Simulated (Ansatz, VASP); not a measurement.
MgO: VASP beside Ansatz

```
Mg O
1.0
     3.31529    0.00000    0.00000
    -1.65764    2.87112    0.00000
     0.00000    0.00000    5.39470
Mg O
2 2
Direct
  0.33333 0.66667 0.00632
  0.66667 0.33333 0.50632
  0.33333 0.66667 0.39828
  0.66667 0.33333 0.89828
```

Alike in both runs: task single point; functional PBE; k mesh 9 × 9 × 6; occupations gaussian, width 0.05 eV; no spin polarisation.

|  | VASP | Ansatz |
| --- | --- | --- |
| version | VASP 6.6.1 | Ansatz 0.2.0 |
| potentials or method | VASP PAW PBE potentials, release 64 (Mg, O), cutoff 520 eV | scalar-relativistic, plane waves, PAW |
| valence electrons in the cell | 16 | 32 |

```csv
,VASP,Ansatz,Ansatz less VASP
gap on the k mesh at the Fermi level (eV),3.19,3.21,+0.020
least direct gap on the mesh (eV),3.19,3.21,+0.020
pressure (GPa),-5.1,-4.6,+0.45
"traceless stress, the component that is largest in VASP (GPa)",-4.84,-4.81,+0.033
rms of the force components (eV/Å),0.187,0.185,-0.0025
```

Atom by atom the forces differ by 0.002 eV/Å (rms over components). With one functional, cell and mesh, what is left measures potentials, basis and numerics. VASP's potentials hold 16 valence electrons a cell and Ansatz's 32, so a difference there can come from the potentials and not from the codes.
